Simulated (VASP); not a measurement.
Set up this calculation in VASP 6.6.1, as the native input.

- Task: single point
- Functional: revPBE
- Potentials or basis: VASP PAW PBE potentials, release 64 (Tl_d)
- Cutoff: 520 eV
- k mesh: 7 × 7 × 10
- Occupations: fermi-dirac, width 0.1 eV
- Spin: no spin polarisation
- Dipole correction: no
- Further INCAR settings: ALGO = Normal; EDIFF = 1e-06; NBANDS = 26

The structure of Tl lies in POSCAR:

```
Tl
1.0
    5.6515100371      0.0000000000      0.0000000000
   -2.8257550185      4.8943512618      0.0000000000
    0.0000000000      0.0000000000      3.4751698143
Tl
3
Direct
    1.0000000000      1.0000000000      1.0000000000
    0.3333333333      0.6666666667      0.5000000000
    0.6666666667      0.3333333333      0.5000000000
```

This isn't the form of Tl at room conditions, which is hcp.

These files were run (other wordings do the same):

INCAR

```
SYSTEM = Tl
PREC     = Accurate       ! precision mode
ENCUT    = 520            ! plane-wave cutoff, eV
EDIFF    = 1E-6           ! SCF threshold, eV
ISMEAR   = -1             ! smearing method
SIGMA    = 0.1            ! smearing width, eV
LREAL    = .False.        ! projectors in reciprocal space
LASPH    = .True.         ! aspherical terms in the spheres
NELM     = 60             ! most SCF steps
ALGO     = Normal         ! electronic algorithm
ISIF     = 2              ! what is computed and relaxed
LWAVE    = .False.        ! write WAVECAR
LCHARG   = .False.        ! write CHGCAR
GGA      = RE             ! functional
NBANDS   = 26             ! bands
```

KPOINTS

```
Automatic mesh
0
Gamma
  7 7 10
  0 0 0
```

Potentials or basis: VASP PAW PBE potentials, release 64 (Tl_d).

The run is started by

```console
$ cat potpaw_PBE.64/Tl_d/POTCAR > POTCAR
$ mpirun -np 1 vasp_std > vasp.out
```

Results of the run:

The pressure is 0.9 GPa and the band gap on the k mesh is zero (an odd number of electrons rules out a gap without spin polarisation).

Caveat: the PAW data sets were made with another functional, which shifts forces and pressure a little; spin-orbit coupling is left out, which moves the levels of the heavy elements.

Wall time 39 s on 1 thread of Intel(R) Xeon(R) 6975P-C (Granite Rapids), with other jobs on the host, peak memory 0.25 GiB.
